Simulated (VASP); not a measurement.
# Al (Pm-3m) in VASP: notebook

Al is run at these levels: PBE; tasks: single point, relaxation of cell and atoms.

Program: VASP 6.6.1. These are calculated values, not measurements. Logs are shortened: lines on timing, memory, paths and dates and some standing lists are left out, and cuts for length are marked.

**1. The cell of the first run**

Symmetry: Pm-3m, No. 221, cubic system. Conventional cell: a = 2.717 Å, b = 2.717 Å, c = 2.717 Å, α = 90.00°, β = 90.00°, γ = 90.00°. Al (site symmetry m-3m) has 6 Al at 2.72 Å within 3.6 Å.

This isn't the form of Al at room conditions, which is fcc.

**2. Single point, PBE**

The input, INCAR:

```
PREC = Accurate
ENCUT = 500
EDIFF = 1E-6
ISMEAR = 1
SIGMA = 0.1
LREAL = False
LASPH = True
NELM = 120
ALGO = Normal
ISIF = 2
LWAVE = False
LCHARG = True
GGA = PE
LELF = True
LVHAR = True
NBANDS = 8
GGA_COMPAT = False
```

The input, KPOINTS:

```
Automatic mesh
0
Gamma
  8 8 8
```

The input, POSCAR:

```
Al
1.0
    2.7173679727      0.0000000000      0.0000000000
    0.0000000000      2.7173679727      0.0000000000
    0.0000000000      0.0000000000      2.7173679727
Al
1
Direct
    0.0000000000      0.0000000000      0.0000000000
```

Potentials or basis: VASP PAW PBE potentials, release 64 (Al).

Run with:

```
$ cat potpaw_PBE.64/Al/POTCAR > POTCAR
$ mpirun -np 1 vasp_std > vasp.out
```

OUTCAR:

```text
PREC = Accurate
   ENCUT = 500
   EDIFF = 1E-6
   ISMEAR = 1
   LREAL = False
   LASPH = True
   NELM = 120
   ISIF = 2
   GGA = PE

 ion  position               nearest neighbor table
   1  0.000  0.000  0.000-

  LATTYP: Found a simple cubic cell.
 ALAT       =     2.7173679727

  Lattice vectors:

 A1 = (   2.7173679727,   0.0000000000,   0.0000000000)
 A2 = (   0.0000000000,   2.7173679727,   0.0000000000)
 A3 = (   0.0000000000,   0.0000000000,   2.7173679727)

Analysis of symmetry for initial positions (statically):
=====================================================================
 Subroutine PRICEL returns:
 Original cell was already a primitive cell.

 Routine SETGRP: Setting up the symmetry group for a
 simple cubic supercell.

 Subroutine GETGRP returns: Found 48 space group operations
 (whereof 48 operations were pure point group operations)
 out of a pool of 48 trial point group operations.

The static configuration has the point symmetry O_h .

Analysis of symmetry for dynamics (positions and initial velocities):
=====================================================================
 Subroutine PRICEL returns:
 Original cell was already a primitive cell.

 Routine SETGRP: Setting up the symmetry group for a
 simple cubic supercell.

 Subroutine GETGRP returns: Found 48 space group operations
 (whereof 48 operations were pure point group operations)
 out of a pool of 48 trial point group operations.

The dynamic configuration has the point symmetry O_h .

 Subroutine INISYM returns: Found 48 space group operations
 (whereof 48 operations are pure point group operations),
 and found     1 'primitive' translations

----------------------------------------------------------------------------------------

                                     Primitive cell

  volume of cell :      20.0653

  direct lattice vectors                    reciprocal lattice vectors
     2.717367973  0.000000000  0.000000000     0.368003160  0.000000000  0.000000000
     0.000000000  2.717367973  0.000000000     0.000000000  0.368003160  0.000000000
     0.000000000  0.000000000  2.717367973     0.000000000  0.000000000  0.368003160

  length of vectors
     2.717367973  2.717367973  2.717367973     0.368003160  0.368003160  0.368003160

  position of ions in fractional coordinates (direct lattice)
     0.000000000  0.000000000  0.000000000

  ion indices of the primitive-cell ions
   primitive index   ion index
                 1           1

----------------------------------------------------------------------------------------

 KPOINTS: Automatic mesh

Automatic generation of k-mesh.
 Grid dimensions read from file:
 generate k-points for:    8    8    8

 Generating k-lattice:

  Cartesian coordinates                     Fractional coordinates (reciprocal lattice)
     0.046000395  0.000000000  0.000000000     0.125000000  0.000000000  0.000000000
     0.000000000  0.046000395  0.000000000     0.000000000  0.125000000  0.000000000
     0.000000000  0.000000000  0.046000395     0.000000000  0.000000000  0.125000000

  Length of vectors
     0.046000395  0.046000395  0.046000395

  Shift w.r.t. Gamma in fractional coordinates (k-lattice)
     0.000000000  0.000000000  0.000000000

 Subroutine IBZKPT returns following result:
 ===========================================

 Found     35 irreducible k-points:

 Following reciprocal coordinates:
            Coordinates               Weight
  0.000000  0.000000  0.000000      1.000000
  0.125000  0.000000  0.000000      6.000000
  0.250000  0.000000  0.000000      6.000000
  0.375000  0.000000  0.000000      6.000000
  0.500000  0.000000  0.000000      3.000000
  0.125000  0.125000  0.000000     12.000000
[... 16 lines left out ...]
  0.375000  0.375000  0.125000     24.000000
  0.500000  0.375000  0.125000     24.000000
 [... further k-points ...]
   k-points           NKPTS =     35   k-points in BZ     NKDIM =     35   number of bands    NBANDS=      8
   number of dos      NEDOS =    301   number of ions     NIONS =      1
   total plane-waves  NPLWV =   8000
   dimension x,y,z NGX =    20 NGY =   20 NGZ =   20
   dimension x,y,z NGXF=    40 NGYF=   40 NGZF=   40
   ions per type =               1
   NGX,Y,Z   is equivalent  to a cutoff of  12.24, 12.24, 12.24 a.u.
   NGXF,Y,Z  is equivalent  to a cutoff of  24.47, 24.47, 24.47 a.u.
 SYSTEM =  unknown system
   PREC   = accura    normal or accurate (medium, high low for compatibility)
   ISTART =      0    job   : 0-new  1-cont  2-samecut
   ICHARG =      2    charge: 1-file 2-atom 10-const
   ISPIN  =      1    spin polarized calculation?
   LNONCOLLINEAR =      F non collinear calculations
   LSORBIT =      F    spin-orbit coupling
   LASPH  =      T    aspherical Exc in radial PAW
   ENCUT  =  500.0 eV  36.75 Ry    6.06 a.u.   4.95  4.95  4.95*2*pi/ulx,y,z
   NELM   =    120;   NELMIN=  2; NELMDL= -5     # of ELM steps
   EDIFF  = 0.1E-05   stopping-criterion for ELM
   LREAL  =      F    real-space projection
   EDIFFG = 0.1E-04   stopping-criterion for IOM
   NSW    =      0    number of steps for IOM
   IBRION =     -1    ionic relax: 0-MD 1-quasi-New 2-CG
   NFREE  =      0    steps in history (QN), initial steepest desc. (CG)
   ISIF   =      2    stress and relaxation
   ISYM   =      2    0-nonsym 1-usesym 2-fastsym
   POTIM  = 0.5000    time-step for ionic-motion
   TEBEG  =    0.0;   TEEND  =   0.0 temperature during run
   PSTRESS=    0.0 pullay stress
   NELECT =       3.0000    total number of electrons
   NUPDOWN=      -1.0000    fix difference up-down
   EMIN   =  10.00;   EMAX   =-10.00  energy-range for DOS
   EFERMI =   0.00;   METHOD = LEGACY
   ISMEAR =     1;   SIGMA  =   0.10  broadening in eV -4-tet -1-fermi 0-gaus
   EFERMI_NEDOS =   21; number of points for ismear=-14 and -15
   IALGO  =     38    algorithm
   IMIX   =      4    mixing-type and parameters
     AMIX     =   0.40;   BMIX     =  1.00
     AMIX_MAG =   1.60;   BMIX_MAG =  1.00
  volume/ion in A,a.u.               =      20.07       135.41
  Fermi-wavevector in a.u.,A,eV,Ry     =   0.868894  1.641972 10.272083  0.754977
  Thomas-Fermi vector in A             =   1.987638
   LORBIT       =      0    0 simple, 1 ext, 2 COOP (PROOUT), +10 PAW based schemes
   GGA     = PE    functional components
   LHFCALC =     F    Hartree Fock is set to
   AEXX    =    0.0000 exact exchange contribution
   IVDW    =     0    specifies the selected vdW correction
   LEPSILON=     F    determine dielectric tensor
   LRPA    =     F    only Hartree local field effects (RPA)
 non-spin polarized calculation
 Methfessel and Paxton  Order N= 1 SIGMA  =   0.10
  energy-cutoff  :      500.00
  volume of cell :       20.07
 maximum number of plane-waves:       536
 NGX is ok and might be reduce to    20
   NGX =  9   NGY =  9   NGZ =  9

 number of electron       3.0000000 magnetization

 Free energy of the ion-electron system (eV)
  ---------------------------------------------------
  ext. energy  EPLUGINS =         0.00000000
  ---------------------------------------------------
  free energy    TOTEN  =        -3.39302457 eV

  energy without entropy =       -3.39231329  energy(sigma->0) =       -3.39278747

 E-fermi :   5.7076     XC(G=0):  -9.4409

 val. band max:        5.4226990318   @ k =   0.5000   0.5000   0.1250
 cond. band min:       5.7094866778   @ k =   0.5000   0.5000   0.1250
 fundamental gap:      0.2867876460
 Fermi energy:         5.7075521414

 k-point     1 :       0.0000    0.0000    0.0000
  band No.  band energies     occupation
      1      -3.8846      2.00000
      2      13.6946      0.00000
      3      13.6946      0.00000
      4      14.8511      0.00000
      5      14.8511      0.00000
      6      14.8511      0.00000
      7      21.1250      0.00000
      8      29.6980      0.00000

 k-point     2 :       0.1250    0.0000    0.0000
  band No.  band energies     occupation
      1      -3.5754      2.00000
      2      10.4786      0.00000
      3      13.9528      0.00000
      4      15.1114      0.00000
      5      15.1114      0.00000
      6      17.4224      0.00000
      7      22.4479      0.00000
      8      27.6392      0.00000

 k-point     3 :       0.2500    0.0000    0.0000
  band No.  band energies     occupation
      1      -2.6541      2.00000
      2       6.9149     -0.00000
      3      14.6846      0.00000
      4      15.8887      0.00000
      5      15.8887      0.00000
      6      19.3276      0.00000
      7      24.4876      0.00000
      8      24.4876      0.00000

 k-point     4 :       0.3750    0.0000    0.0000
  band No.  band energies     occupation
      1      -1.1488      2.00000
      2       3.7708      2.00000
      3      15.6830      0.00000
      4      17.1546      0.00000
      5      17.1546      0.00000
      6      20.9668      0.00000
      7      21.6756      0.00000
      8      21.6756      0.00000

 k-point     5 :       0.5000    0.0000    0.0000
  band No.  band energies     occupation
      1       0.4795      2.00000
      2       1.5902      2.00000
      3      16.2604      0.00000
      4      18.3859      0.00000
      5      18.3859      0.00000
      6      19.9185      0.00000
      7      19.9185      0.00000
      8      22.0409      0.00000
[... 177 lines left out ...]
 k-point    22 :       0.5000    0.2500    0.1250
  band No.  band energies     occupation
      1       2.0120      2.00000
      2       3.0057      2.00000
      3      10.9405      0.00000
      4      12.9916      0.00000
      5      16.6157      0.00000
      6      17.5814      0.00000
      7      24.4850      0.00000
      8      24.7168      0.00000

 k-point    23 :       0.3750    0.3750    0.1250
  band No.  band energies     occupation
      1       1.8484      2.00000
      2       5.9885     -0.00052
      3       7.3565     -0.00000
      4      11.6748      0.00000
      5      16.4098      0.00000
      6      20.1432      0.00000
      7      21.5995      0.00000
      8      25.1809      0.00000

 k-point    24 :       0.5000    0.3750    0.1250
  band No.  band energies     occupation
      1       3.5122      2.00000
      2       4.3341      2.00000
      3       8.0991      0.00000
      4       9.8717      0.00000
      5      17.7784      0.00000
      6      18.7656      0.00000
      7      21.9099      0.00000
      8      25.2782      0.00000

 [... further k-points ...]

------------------------ aborting loop because EDIFF is reached ----------------------------------------

  FORCE on cell =-STRESS in cart. coord.  units (eV):
  Direction    XX          YY          ZZ          XY          YZ          ZX
  --------------------------------------------------------------------------------------
  -------------------------------------------------------------------------------------
  Total       -0.0041181     -0.0041181     -0.0041181      0.0000000     -0.0000000      0.0000000
  in kB       -0.3288228     -0.3288228     -0.3288228      0.0000000     -0.0000000      0.0000000
  external PRESSURE =      -0.3288228 kB  Pullay stress =       0.0000000 kB

 VOLUME and BASIS-vectors are now :
 -----------------------------------------------------------------------------
  energy-cutoff  :      500.00
  volume of cell :       20.07
      direct lattice vectors                 reciprocal lattice vectors
     2.717367973  0.000000000  0.000000000     0.368003160  0.000000000  0.000000000
     0.000000000  2.717367973  0.000000000     0.000000000  0.368003160  0.000000000
     0.000000000  0.000000000  2.717367973     0.000000000  0.000000000  0.368003160

 POSITION                                       TOTAL-FORCE (eV/Angst)
 -----------------------------------------------------------------------------------
      0.00000      0.00000      0.00000         0.000000      0.000000      0.000000
 -----------------------------------------------------------------------------------
    total drift:                               -0.000000      0.000000      0.000000

  FREE ENERGIE OF THE ION-ELECTRON SYSTEM (eV)
  ---------------------------------------------------
  free  energy   TOTEN  =        -3.3930245687 eV

  energy  without entropy=       -3.3923132854  energy(sigma->0) =       -3.39278747
```

Run time: 3.1 s. Hardware: 1 thread of Intel Xeon Platinum 8259CL at 2.50GHz (Skylake/Cascade Lake), shared host; peak memory 0.11 GiB.

What came out:

```
Free energy            : -3.3930 eV
Pressure               : 0.0 GPa
Band gap on the k mesh : zero (an odd number of electrons rules out a gap without spin polarisation)
```

**3. Relaxation of cell and atoms, PBE**

This run uses another cell than the first one, of 18.19 Å³/atom.

The input, INCAR:

```
SYSTEM = Al
PREC     = Accurate       ! precision mode
ENCUT    = 500            ! plane-wave cutoff, eV
EDIFF    = 1E-7           ! SCF threshold, eV
ISMEAR   = 1              ! smearing method
SIGMA    = 0.1            ! smearing width, eV
LREAL    = .FALSE.        ! projectors in reciprocal space
LASPH    = .TRUE.         ! aspherical terms in the spheres
NELM     = 120            ! most SCF steps
ALGO     = Normal         ! electronic algorithm
ISIF     = 3              ! what is computed and relaxed
LWAVE    = .FALSE.        ! write WAVECAR
LCHARG   = .FALSE.        ! write CHGCAR
GGA      = PE             ! functional
IBRION   = 2              ! ionic algorithm
NSW      = 60             ! ionic steps
EDIFFG   = -0.01          ! ionic threshold
GGA_COMPAT= .FALSE.      
NELMIN   = 4
```

The input, KPOINTS:

```
Automatic mesh
0
G
  8 8 8
  0 0 0
```

The input, POSCAR:

```
Al
1.0
    2.6300000000      0.0000000000      0.0000000000
    0.0000000000      2.6300000000      0.0000000000
    0.0000000000      0.0000000000      2.6300000000
Al
1
Direct
    0.0000000000      0.0000000000      0.0000000000
```

Potentials or basis: VASP PAW PBE potentials, release 64 (Al).

Run with:

```
$ cat potpaw_PBE.64/Al/POTCAR > POTCAR
$ mpirun -np 1 vasp_std > vasp.out
```

Run time: 5.4 s. Hardware: 1 thread of Intel Xeon Platinum 8259CL at 2.50GHz (Skylake/Cascade Lake), shared host; peak memory 0.11 GiB.

It converged, with:

```
Free energy                           : -3.3929 eV
Relaxed volume                        : 20.06 Å³/atom
Relaxed cell                          : a = 2.717 Å, b = 2.717 Å, c = 2.717 Å, α = 90.00°, β = 90.00°, γ = 90.00°
Space group after relaxing (to 0.1 Å) : Pm-3m (No. 221)
Energy gained by relaxing             : 34.7 meV/atom
Ionic steps                           : 3
Pressure after relaxing               : 0.0 GPa
Band gap on the k mesh                : zero (an odd number of electrons rules out a gap without spin polarisation)
```

Step by step:
```csv
step,energy change (eV),largest force (eV/Å),pressure (GPa),volume (Å³)
1,0.0000,0.0000,6.60,18.19
2,-0.0344,0.0000,-0.42,20.24
3,-0.0347,0.0000,-0.03,20.06
```

Final structure:
```
Al
1.0
     2.71719    0.00000    0.00000
     0.00000    2.71719    0.00000
     0.00000    0.00000    2.71719
Al
1
Direct
  0.00000 0.00000 0.00000
```

Levels at points of the mesh, in eV from the Fermi level:
```tsv
k point	band 1	band 2	band 3	band 4	band 5
(0.00, 0.00, 0.00)	-9.59	7.99	7.99	9.14	9.14
(0.50, 0.00, 0.00)	-5.23	-4.12	10.55	12.68	12.68
(0.50, 0.50, 0.00)	-0.56	-0.56	-0.29	2.18	16.26
(0.50, 0.50, 0.50)	2.86	2.86	2.86	5.58	5.58
```
